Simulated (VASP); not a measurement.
Wanted: the native input for a VASP 6.6.1 run.

- Task: single point
- Functional: LDA
- Potentials or basis: VASP PAW LDA potentials, release 64 (Rh_pv)
- Cutoff: 520 eV
- k mesh: 17 × 17 × 17
- Occupations: fermi-dirac, width 0.08 eV
- Spin: no spin polarisation
- Dipole correction: no
- Further INCAR settings: ALGO = Normal; EDIFF = 1e-06; NBANDS = 14

The structure of Rh lies in POSCAR:

```
Rh
1.0
    2.2018324479      0.0000000000      0.0000000000
    0.0000000000      2.2018324479      0.0000000000
    0.0000000000      0.0000000000      2.2018324479
Rh
1
Direct
    0.0000000000      0.0000000000      0.0000000000
```

These files were run (other wordings do the same):

INCAR

```
  PREC = Accurate
  ENCUT = 520
  EDIFF = 1E-6
  ISMEAR = -1
  SIGMA = 0.08
  LREAL = False
  LASPH = True
  NELM = 60
  ALGO = Normal
  ISIF = 2
  LWAVE = False
  LCHARG = True
  LELF = True
  LVHAR = True
  NBANDS = 14
```

KPOINTS

```
regular mesh
0
Gamma
  17 17 17
```

Potentials or basis: VASP PAW LDA potentials, release 64 (Rh_pv).

Command:

```bash
$ cat potpaw_LDA.64/Rh_pv/POTCAR > POTCAR
$ mpirun -np 1 vasp_std > vasp.out
```

It gave:

```
Pressure : 199.5 GPa
```

It took 14 s on 1 thread of Intel Xeon 8259CL, with other jobs on the host, peak memory 0.13 GiB.
